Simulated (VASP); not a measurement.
# Ti (Fm-3m) in VASP: single point with PBEsol

Aim: the single point of Ti with PBEsol.

Everything below comes from runs of VASP 6.6.1. Logs are shortened: lines on timing, memory, paths and dates and some standing lists are left out, and cuts for length are marked.

**1. The cell of the first run**

It takes space group Fm-3m (No. 225, cubic). Conventional cell: a = 4.069 Å, b = 4.069 Å, c = 4.069 Å, α = 90.00°, β = 90.00°, γ = 90.00°. Within 3.8 Å of Ti (site symmetry m-3m) lie 12 Ti at 2.88 Å.

**2. Single point, PBEsol**

File INCAR:

```
  ALGO = Normal
  EDIFF = 1E-7
  ENCUT = 520
  GGA = PS
  ISIF = 2
  ISMEAR = -1
  LASPH = True
  LCHARG = True
  LELF = True
  LREAL = False
  LVHAR = True
  LWAVE = False
  NBANDS = 12
  NELM = 80
  PREC = Accurate
  SIGMA = 0.13605693000000002
```

File KPOINTS:

```
k-points
0
Gamma
  14 14 14
```

File POSCAR:

```
Ti
1.0
    0.0000000000      2.0345255632      2.0345255632
    2.0345255632      0.0000000000      2.0345255632
    2.0345255632      2.0345255632      0.0000000000
Ti
1
Direct
    0.0000000000      0.0000000000      0.0000000000
```

Potentials or basis: VASP PAW PBE potentials, release 64 (Ti_sv).

The run is started by

```console
> cat potpaw_PBE.64/Ti_sv/POTCAR > POTCAR
> mpirun -np 1 vasp_std > vasp.out
```

OUTCAR:

```text
EDIFF = 1E-7
   ENCUT = 520
   GGA = PS
   ISIF = 2
   ISMEAR = -1
   LASPH = True
   LREAL = False
   NELM = 80
   PREC = Accurate

 ion  position               nearest neighbor table
   1  0.000  0.000  0.000-

  LATTYP: Found a face centered cubic cell.
 ALAT       =     4.0690511264

  Lattice vectors:

 A1 = (   0.0000000000,   2.0345255632,   2.0345255632)
 A2 = (   2.0345255632,   0.0000000000,   2.0345255632)
 A3 = (   2.0345255632,   2.0345255632,   0.0000000000)

Analysis of symmetry for initial positions (statically):
=====================================================================
 Subroutine PRICEL returns:
 Original cell was already a primitive cell.

 Routine SETGRP: Setting up the symmetry group for a
 face centered cubic supercell.

 Subroutine GETGRP returns: Found 48 space group operations
 (whereof 48 operations were pure point group operations)
 out of a pool of 48 trial point group operations.

The static configuration has the point symmetry O_h .

Analysis of symmetry for dynamics (positions and initial velocities):
=====================================================================
 Subroutine PRICEL returns:
 Original cell was already a primitive cell.

 Routine SETGRP: Setting up the symmetry group for a
 face centered cubic supercell.

 Subroutine GETGRP returns: Found 48 space group operations
 (whereof 48 operations were pure point group operations)
 out of a pool of 48 trial point group operations.

The dynamic configuration has the point symmetry O_h .

 Subroutine INISYM returns: Found 48 space group operations
 (whereof 48 operations are pure point group operations),
 and found     1 'primitive' translations

----------------------------------------------------------------------------------------

                                     Primitive cell

  volume of cell :      16.8430

  direct lattice vectors                    reciprocal lattice vectors
     0.000000000  2.034525563  2.034525563    -0.245757541  0.245757541  0.245757541
     2.034525563  0.000000000  2.034525563     0.245757541 -0.245757541  0.245757541
     2.034525563  2.034525563  0.000000000     0.245757541  0.245757541 -0.245757541

  length of vectors
     2.877253644  2.877253644  2.877253644     0.425664548  0.425664548  0.425664548

  position of ions in fractional coordinates (direct lattice)
     0.000000000  0.000000000  0.000000000

  ion indices of the primitive-cell ions
   primitive index   ion index
                 1           1

----------------------------------------------------------------------------------------
[... 75 lines left out ...]
   NFREE  =      0    steps in history (QN), initial steepest desc. (CG)
   ISIF   =      2    stress and relaxation
   ISYM   =      2    0-nonsym 1-usesym 2-fastsym
   POTIM  = 0.5000    time-step for ionic-motion
   TEBEG  =    0.0;   TEEND  =   0.0 temperature during run
   PSTRESS=    0.0 pullay stress
   NELECT =      12.0000    total number of electrons
   NUPDOWN=      -1.0000    fix difference up-down
   EMIN   =  10.00;   EMAX   =-10.00  energy-range for DOS
   EFERMI =   0.00;   METHOD = LEGACY
   ISMEAR =    -1;   SIGMA  =   0.14  broadening in eV -4-tet -1-fermi 0-gaus
   EFERMI_NEDOS =   21; number of points for ismear=-14 and -15
   IALGO  =     38    algorithm
   IMIX   =      4    mixing-type and parameters
     AMIX     =   0.40;   BMIX     =  1.00
     AMIX_MAG =   1.60;   BMIX_MAG =  1.00
  volume/ion in A,a.u.               =      16.84       113.66
  Fermi-wavevector in a.u.,A,eV,Ry     =   1.462162  2.763085 29.088128  2.137917
  Thomas-Fermi vector in A             =   2.578408
   LORBIT       =      0    0 simple, 1 ext, 2 COOP (PROOUT), +10 PAW based schemes
   GGA     = PS    functional components
   LHFCALC =     F    Hartree Fock is set to
   AEXX    =    0.0000 exact exchange contribution
   IVDW    =     0    specifies the selected vdW correction
   LEPSILON=     F    determine dielectric tensor
   LRPA    =     F    only Hartree local field effects (RPA)
 non-spin polarized calculation
  energy-cutoff  :      520.00
  volume of cell :       16.84
 maximum number of plane-waves:       467
 NGX is ok and might be reduce to    24
   NGX = 11   NGY = 11   NGZ = 11

 number of electron      12.0000002 magnetization

 Free energy of the ion-electron system (eV)
  ---------------------------------------------------
  ext. energy  EPLUGINS =         0.00000000
  ---------------------------------------------------
  free energy    TOTEN  =        -8.33328784 eV

  energy without entropy =       -8.23257040  energy(sigma->0) =       -8.28292912

 E-fermi :   8.4248     XC(G=0): -11.7827

 val. band max:        8.4246368224   @ k =   0.2857   0.0000   0.0000
 cond. band min:       8.4307918583   @ k =  -0.4286   0.2857   0.1429
 fundamental gap:      0.0061550360
 Fermi energy:         8.4248229593

 k-point     1 :       0.0000    0.0000    0.0000
  band No.  band energies     occupation
      1     -47.9938      2.00000
      2     -23.9103      2.00000
      3     -23.9103      2.00000
      4     -23.9103      2.00000
      5       2.2521      2.00000
      6       9.3241      0.00269
      7       9.3241      0.00269
      8       9.3241      0.00269
      9      11.0186      0.00000
     10      11.0186      0.00000
     11      23.8607      0.00000
     12      28.4428      0.00000
[... 331 lines left out ...]
 k-point    24 :       0.2857    0.1429    0.0000
  band No.  band energies     occupation
      1     -47.9104      2.00000
      2     -24.2865      2.00000
      3     -24.0091      2.00000
      4     -24.0018      2.00000
      5       4.4247      2.00000
      6       8.1418      1.77788
      7       9.4628      0.00097
      8       9.9885      0.00002
      9      10.7743      0.00000
     10      11.5418      0.00000
     11      22.3249      0.00000
     12      24.7799      0.00000

 [... further k-points ...]
[... 5 lines left out ...]
  --------------------------------------------------------------------------------------
  -------------------------------------------------------------------------------------
  Total       -0.0867217     -0.0867217     -0.0867217     -0.0000000     -0.0000000      0.0000000
  in kB       -8.2493335     -8.2493335     -8.2493335     -0.0000000     -0.0000000      0.0000000
  external PRESSURE =      -8.2493335 kB  Pullay stress =       0.0000000 kB

 VOLUME and BASIS-vectors are now :
 -----------------------------------------------------------------------------
  energy-cutoff  :      520.00
  volume of cell :       16.84
      direct lattice vectors                 reciprocal lattice vectors
     0.000000000  2.034525563  2.034525563    -0.245757541  0.245757541  0.245757541
     2.034525563  0.000000000  2.034525563     0.245757541 -0.245757541  0.245757541
     2.034525563  2.034525563  0.000000000     0.245757541  0.245757541 -0.245757541

 POSITION                                       TOTAL-FORCE (eV/Angst)
 -----------------------------------------------------------------------------------
      0.00000      0.00000      0.00000         0.000000     -0.000000     -0.000000
 -----------------------------------------------------------------------------------
    total drift:                               -0.000000     -0.000000     -0.000000

  FREE ENERGIE OF THE ION-ELECTRON SYSTEM (eV)
  ---------------------------------------------------
  free  energy   TOTEN  =        -8.3332878416 eV

  energy  without entropy=       -8.2325704030  energy(sigma->0) =       -8.28292912
```

Wall time 14 s (1 thread of Intel Xeon 6975P-C, shared host); peak memory 0.15 GiB.

What came out:

- Free energy: -8.3333 eV
- Pressure: -0.8 GPa
- Band gap on the k mesh: zero (band 6 reaches 9.32 eV, above the bottom of band 7 at 8.00 eV)

Levels at points of the mesh, in eV from the Fermi level:
```tsv
k point	band 2	band 3	band 4	band 5	band 6	band 7	band 8	band 9	band 10	band 11
(0.00, 0.00, 0.00)	-32.34	-32.34	-32.34	-6.17	0.90	0.90	0.90	2.59	2.59	15.44
(0.50, 0.00, 0.00)	-33.08	-32.43	-32.43	-2.67	0.72	0.77	0.77	3.73	3.73	8.50
(0.50, 0.50, 0.00)	-33.03	-32.60	-32.60	-2.69	-1.79	2.98	3.71	4.03	4.03	10.92
```

Caveat: the PAW data sets were made with another functional, which shifts forces and pressure a little.
